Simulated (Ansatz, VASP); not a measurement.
# One calculation of SnSe, two programs

```xyz
8
Lattice="11.5045 0.0000 0.0000 0.0000 4.0469 0.0000 0.0000 0.0000 4.5943" Properties=species:S:1:pos:R:3 pbc="T T T"
Sn    7.1006    3.0352    1.7654
Sn   10.1562    1.0117    4.0625
Sn    4.4039    1.0117    2.8290
Sn    1.3483    3.0352    0.5318
Se    1.6897    1.0117    2.3643
Se    7.4420    1.0117    4.5272
Se    4.0625    3.0352    0.0671
Se    9.8148    3.0352    2.2300
```

Change from the starting cell: hydrostatic strain -2.0%.

Alike in both runs: task single point; functional PBE; k mesh 2 × 6 × 6; occupations fermi-dirac, width 0.02 eV; no spin polarisation.

|  | VASP | Ansatz |
| --- | --- | --- |
| version | VASP 6.6.1 | Ansatz 0.2.0 |
| potentials or method | VASP PAW PBE potentials, release 64 (Sn_d, Se) | plane waves, PAW |
| plane-wave cutoff (eV) | 520 | 420 |
| valence electrons in the cell | 80 | 120 |

Ansatz gave:

| Property | Result |
| --- | --- |
| pressure (GPa) | 3.0 |
| traceless stress, the component that is largest in VASP (GPa) | 0.75 |
| rms of the force components (eV/Å) | 0.132 |

Task: What did VASP give for the same quantities?

Result: Pressure (GPa): 3.0; traceless stress, the component that is largest in VASP (GPa): 0.74; rms of the force components (eV/Å): 0.141.

Atom by atom the forces differ by 0.010 eV/Å (rms over components). With one functional, cell and mesh, what is left measures potentials, basis and numerics. VASP's potentials hold 80 valence electrons a cell and Ansatz's 120, so a difference there can come from the potentials and not from the codes.
